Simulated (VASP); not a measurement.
# Hg (C2/c) in VASP: a series of runs

The runs below take Hg through single point, with BLYP.

Program: VASP 6.6.1. These are calculated values, not measurements. Logs are shortened: lines on timing, memory, paths and dates and some standing lists are left out, and cuts for length are marked.

## 1. The cell of the first run

It takes space group C2/c (No. 15, monoclinic). The conventional cell has a = 5.257 Å, b = 13.834 Å, c = 7.397 Å, α = 90.00°, β = 110.68°, γ = 90.00°.

## 2. Single point, BLYP (125.80 Å³/atom)

Input file INCAR:

```
AGGAC = 1.0
AGGAX = 1.0
ALDAC = 0.0
ALDAX = 1.0
ALGO = Normal
EDIFF = 1E-6
ENCUT = 520
GGA = B5
ISIF = 2
ISMEAR = -1
LASPH = T
LCHARG = T
LELF = T
LREAL = F
LVHAR = T
LWAVE = F
NBANDS = 19
NELM = 80
PREC = Accurate
SIGMA = 0.1
```

Input file KPOINTS:

```
k-points
0
Gamma
  8 8 5
```

Input file POSCAR:

```
Hg
1.0
   -4.8886978247      4.8930840730      2.6282728054
    4.8930840730     -4.8886978247      2.6282728054
    4.8910115299      4.8910115299     -2.6202393836
Hg
2
Direct
    0.0001584033      0.9998415967      1.0000000000
    0.7498415967      0.2501584033      0.5000000000
```

Potentials or basis: VASP PAW PBE potentials, release 64 (Hg).

Command:

```console
> cat potpaw_PBE.64/Hg/POTCAR > POTCAR
> mpirun -np 1 vasp_std > vasp.out
```

OUTCAR:

```text
EDIFF = 1E-6
   ENCUT = 520
   GGA = B5
   ISIF = 2
   ISMEAR = -1
   LASPH = T
   LREAL = F
   NELM = 80
   PREC = Accurate

 ion  position               nearest neighbor table
   1  0.000  1.000  0.000-
   2  0.750  0.250  0.500-

  LATTYP: Found a base centered monoclinic cell.
 ALAT       =     5.2565492708
 B/A-ratio  =     2.6316748709
 C/A-ratio  =     1.4071201978
 COS(beta)  =    -0.3531455372

  Lattice vectors:

 A1 = (  -4.8886978247,   4.8930840730,   2.6282728054)
 A2 = (   4.8930840730,  -4.8886978247,   2.6282728054)
 A3 = (   4.8910115299,   4.8910115299,  -2.6202393836)

Analysis of symmetry for initial positions (statically):
=====================================================================
 Subroutine PRICEL returns:
 Original cell was already a primitive cell.

 Routine SETGRP: Setting up the symmetry group for a
 base centered monoclinic supercell.

 Subroutine GETGRP returns: Found  4 space group operations
 (whereof  2 operations were pure point group operations)
 out of a pool of  4 trial point group operations.

The static configuration has the point symmetry C_2 .
 The point group associated with its full space group is C_2h.

Analysis of symmetry for dynamics (positions and initial velocities):
=====================================================================
 Subroutine PRICEL returns:
 Original cell was already a primitive cell.

 Routine SETGRP: Setting up the symmetry group for a
 base centered monoclinic supercell.

 Subroutine GETGRP returns: Found  4 space group operations
 (whereof  2 operations were pure point group operations)
 out of a pool of  4 trial point group operations.

The dynamic configuration has the point symmetry C_2 .
 The point group associated with its full space group is C_2h.

 Subroutine INISYM returns: Found  4 space group operations
 (whereof  2 operations are pure point group operations),
 and found     1 'primitive' translations

----------------------------------------------------------------------------------------

                                     Primitive cell

  volume of cell :     251.6003

  direct lattice vectors                    reciprocal lattice vectors
    -4.888697825  4.893084073  2.628272805    -0.000180262  0.102050600  0.190153999
     4.893084073 -4.888697825  2.628272805     0.102050600 -0.000180262  0.190153999
     4.891011530  4.891011530 -2.620239384     0.102182664  0.102182664 -0.000170530

  length of vectors
     7.399287540  7.399287540  7.396596650     0.215807556  0.215807556  0.144508209

  position of ions in fractional coordinates (direct lattice)
     0.000158403  0.999841597  1.000000000
     0.749841597  0.250158403  0.500000000

  ion indices of the primitive-cell ions
   primitive index   ion index
                 1           1
                 2           2

----------------------------------------------------------------------------------------

 KPOINTS: k-points

Automatic generation of k-mesh.
 Grid dimensions read from file:
 generate k-points for:    8    8    5

 Generating k-lattice:

  Cartesian coordinates                     Fractional coordinates (reciprocal lattice)
    -0.000022533  0.012756325  0.023769250     0.125000000 -0.000000000  0.000000000
     0.012756325 -0.000022533  0.023769250    -0.000000000  0.125000000  0.000000000
     0.020436533  0.020436533 -0.000034106    -0.000000000 -0.000000000  0.200000000

  Length of vectors
     0.026975944  0.026975944  0.028901642

  Shift w.r.t. Gamma in fractional coordinates (k-lattice)
     0.000000000  0.000000000  0.000000000

 Subroutine IBZKPT returns following result:
 ===========================================

 Found     93 irreducible k-points:

 Following reciprocal coordinates:
            Coordinates               Weight
  0.000000  0.000000  0.000000      1.000000
  0.125000  0.000000  0.000000      4.000000
  0.250000  0.000000  0.000000      4.000000
  0.375000  0.000000 -0.000000      4.000000
  0.500000  0.000000  0.000000      2.000000
  0.125000  0.125000  0.000000      2.000000
[... 16 lines left out ...]
  0.125000  0.000000  0.200000      4.000000
  0.250000  0.000000  0.200000      4.000000
 [... further k-points ...]
   k-points           NKPTS =     93   k-points in BZ     NKDIM =     93   number of bands    NBANDS=     19
   number of dos      NEDOS =    301   number of ions     NIONS =      2
   total plane-waves  NPLWV = 175616
   dimension x,y,z NGX =    56 NGY =   56 NGZ =   56
   dimension x,y,z NGXF=   112 NGYF=  112 NGZF=  112
   ions per type =               2
   NGX,Y,Z   is equivalent  to a cutoff of  12.58, 12.58, 12.59 a.u.
   NGXF,Y,Z  is equivalent  to a cutoff of  25.16, 25.16, 25.17 a.u.
 SYSTEM =  unknown system
   PREC   = accura    normal or accurate (medium, high low for compatibility)
   ISTART =      0    job   : 0-new  1-cont  2-samecut
   ICHARG =      2    charge: 1-file 2-atom 10-const
   ISPIN  =      1    spin polarized calculation?
   LNONCOLLINEAR =      F non collinear calculations
   LSORBIT =      F    spin-orbit coupling
   LASPH  =      T    aspherical Exc in radial PAW
   ENCUT  =  520.0 eV  38.22 Ry    6.18 a.u.  13.76 13.76 13.75*2*pi/ulx,y,z
   NELM   =     80;   NELMIN=  2; NELMDL= -5     # of ELM steps
   EDIFF  = 0.1E-05   stopping-criterion for ELM
   LREAL  =      F    real-space projection
   EDIFFG = 0.1E-04   stopping-criterion for IOM
   NSW    =      0    number of steps for IOM
   IBRION =     -1    ionic relax: 0-MD 1-quasi-New 2-CG
   NFREE  =      0    steps in history (QN), initial steepest desc. (CG)
   ISIF   =      2    stress and relaxation
   ISYM   =      2    0-nonsym 1-usesym 2-fastsym
   POTIM  = 0.5000    time-step for ionic-motion
   TEBEG  =    0.0;   TEEND  =   0.0 temperature during run
   PSTRESS=    0.0 pullay stress
   NELECT =      24.0000    total number of electrons
   NUPDOWN=      -1.0000    fix difference up-down
   EMIN   =  10.00;   EMAX   =-10.00  energy-range for DOS
   EFERMI =   0.00;   METHOD = LEGACY
   ISMEAR =    -1;   SIGMA  =   0.10  broadening in eV -4-tet -1-fermi 0-gaus
   EFERMI_NEDOS =   21; number of points for ismear=-14 and -15
   IALGO  =     38    algorithm
   IMIX   =      4    mixing-type and parameters
     AMIX     =   0.40;   BMIX     =  1.00
     AMIX_MAG =   1.60;   BMIX_MAG =  1.00
  volume/ion in A,a.u.               =     125.80       848.94
  Fermi-wavevector in a.u.,A,eV,Ry     =   0.748011  1.413536  7.612745  0.559521
  Thomas-Fermi vector in A             =   1.844200
   LORBIT       =      0    0 simple, 1 ext, 2 COOP (PROOUT), +10 PAW based schemes
   GGA     = B5    functional components
   LHFCALC =     F    Hartree Fock is set to
   AEXX    =    0.0000 exact exchange contribution
   IVDW    =     0    specifies the selected vdW correction
   LEPSILON=     F    determine dielectric tensor
   LRPA    =     F    only Hartree local field effects (RPA)
 non-spin polarized calculation
  energy-cutoff  :      520.00
  volume of cell :      251.60
 maximum number of plane-waves:      6817
   NGX = 27   NGY = 27   NGZ = 27

 number of electron      23.9999996 magnetization

 Free energy of the ion-electron system (eV)
  ---------------------------------------------------
  ext. energy  EPLUGINS =         0.00000000
  ---------------------------------------------------
  free energy    TOTEN  =        -0.02355480 eV

  energy without entropy =       -0.02355480  energy(sigma->0) =       -0.02355480

 E-fermi :  -2.9413     XC(G=0):  -3.8030

 val. band max:       -5.1447902434   @ k =  -0.1250  -0.2500   0.2000
 cond. band min:      -0.8314733628   @ k =   0.5000   0.5000   0.4000
 fundamental gap:      4.3133168806
 Fermi energy:        -2.9413358465

 k-point     1 :       0.0000    0.0000    0.0000
  band No.  band energies     occupation
      1      -8.4363      2.00000
      2      -8.4275      2.00000
      3      -8.4228      2.00000
      4      -8.4206      2.00000
      5      -8.4054      2.00000
      6      -8.4054      2.00000
[... 11 lines left out ...]
     18       1.8135      0.00000
     19       2.4167      0.00000

 k-point     2 :       0.1250    0.0000    0.0000
  band No.  band energies     occupation
      1      -8.4352      2.00000
      2      -8.4238      2.00000
      3      -8.4218      2.00000
      4      -8.4166      2.00000
      5      -8.4073      2.00000
      6      -8.4067      2.00000
[... 11 lines left out ...]
     18       1.7098      0.00000
     19       2.8013      0.00000

 k-point     3 :       0.2500    0.0000    0.0000
  band No.  band energies     occupation
      1      -8.4322      2.00000
      2      -8.4193      2.00000
      3      -8.4168      2.00000
      4      -8.4129      2.00000
      5      -8.4110      2.00000
      6      -8.4074      2.00000
[... 11 lines left out ...]
     18       1.6802      0.00000
     19       3.2318      0.00000

 k-point     4 :       0.3750    0.0000   -0.0000
  band No.  band energies     occupation
      1      -8.4293      2.00000
      2      -8.4176      2.00000
      3      -8.4172      2.00000
      4      -8.4141      2.00000
      5      -8.4131      2.00000
      6      -8.4101      2.00000
[... 11 lines left out ...]
     18       1.5567      0.00000
     19       3.4882      0.00000

 k-point     5 :       0.5000    0.0000    0.0000
  band No.  band energies     occupation
      1      -8.4278      2.00000
      2      -8.4200      2.00000
      3      -8.4181      2.00000
      4      -8.4134      2.00000
      5      -8.4125      2.00000
      6      -8.4113      2.00000
[... 11 lines left out ...]
     18       1.4715      0.00000
     19       3.5478      0.00000
[... 334 lines left out ...]
      2      -8.4269      2.00000
      3      -8.4181      2.00000
      4      -8.4181      2.00000
      5      -8.4100      2.00000
      6      -8.4100      2.00000
[... 11 lines left out ...]
     18       1.8008      0.00000
     19       4.1658      0.00000

 k-point    22 :       0.0000    0.0000    0.2000
  band No.  band energies     occupation
      1      -8.4326      2.00000
      2      -8.4278      2.00000
      3      -8.4226      2.00000
      4      -8.4203      2.00000
      5      -8.4072      2.00000
      6      -8.4039      2.00000
[... 11 lines left out ...]
     18       1.8658      0.00000
     19       3.0412      0.00000

 k-point    23 :       0.1250    0.0000    0.2000
  band No.  band energies     occupation
      1      -8.4300      2.00000
      2      -8.4244      2.00000
      3      -8.4203      2.00000
      4      -8.4179      2.00000
      5      -8.4093      2.00000
      6      -8.4051      2.00000
[... 11 lines left out ...]
     18       1.6215      0.00000
     19       3.3939      0.00000

 k-point    24 :       0.2500    0.0000    0.2000
  band No.  band energies     occupation
      1      -8.4273      2.00000
      2      -8.4185      2.00000
      3      -8.4176      2.00000
      4      -8.4153      2.00000
      5      -8.4113      2.00000
      6      -8.4072      2.00000
[... 11 lines left out ...]
     18       1.6140      0.00000
     19       3.7229      0.00000

 [... further k-points ...]

------------------------ aborting loop because EDIFF is reached ----------------------------------------

  FORCE on cell =-STRESS in cart. coord.  units (eV):
  Direction    XX          YY          ZZ          XY          YZ          ZX
  --------------------------------------------------------------------------------------
  -------------------------------------------------------------------------------------
  Total        0.0306232      0.0306232      0.0375380     -0.0003023     -0.0001255     -0.0001255
  in kB        0.1950071      0.1950071      0.2390402     -0.0019251     -0.0007991     -0.0007991
  external PRESSURE =       0.2096848 kB  Pullay stress =       0.0000000 kB

 VOLUME and BASIS-vectors are now :
 -----------------------------------------------------------------------------
  energy-cutoff  :      520.00
  volume of cell :      251.60
      direct lattice vectors                 reciprocal lattice vectors
    -4.888697825  4.893084073  2.628272805    -0.000180262  0.102050600  0.190153999
     4.893084073 -4.888697825  2.628272805     0.102050600 -0.000180262  0.190153999
     4.891011530  4.891011530 -2.620239384     0.102182664  0.102182664 -0.000170530

 POSITION                                       TOTAL-FORCE (eV/Angst)
 -----------------------------------------------------------------------------------
      4.89153     -4.88715      2.62827        -0.000029      0.000029     -0.000000
      0.00380      4.89159      1.31815         0.000029     -0.000029      0.000000
 -----------------------------------------------------------------------------------
    total drift:                               -0.000000     -0.000000      0.000000

  FREE ENERGIE OF THE ION-ELECTRON SYSTEM (eV)
  ---------------------------------------------------
  free  energy   TOTEN  =        -0.0235548012 eV

  energy  without entropy=       -0.0235548005  energy(sigma->0) =       -0.02355480
```

Run time: 9.3 min. Hardware: 1 thread of Intel Xeon 8259CL, shared host; peak memory 0.65 GiB.

What came out:

* Free energy: -0.0236 eV
* Pressure: 0.0 GPa
* Band gap on the k mesh: 4.31 eV (least direct gap 4.56 eV)

Levels at points of the mesh, in eV from the valence-band top:
| k point | band 9 | band 10 | band 11 | band 12 | band 13 | band 14 | band 15 | band 16 |
| --- | --- | --- | --- | --- | --- | --- | --- | --- |
| (0.00, 0.00, 0.00) | -3.25 | -3.24 | -0.75 | -0.09 | 4.92 | 4.92 | 6.85 | 6.85 |
| (0.50, 0.00, 0.00) | -3.25 | -3.24 | -0.32 | -0.08 | 4.49 | 4.99 | 5.16 | 5.99 |
| (0.50, 0.50, 0.00) | -3.25 | -3.25 | -0.44 | -0.44 | 5.27 | 5.27 | 5.61 | 5.61 |

Caveat: the atoms stand far beyond bonding distance; the PAW data sets were made with another functional, which shifts forces and pressure a little; spin-orbit coupling is left out, which moves the levels of the heavy elements.

[end of part 1 of 3]
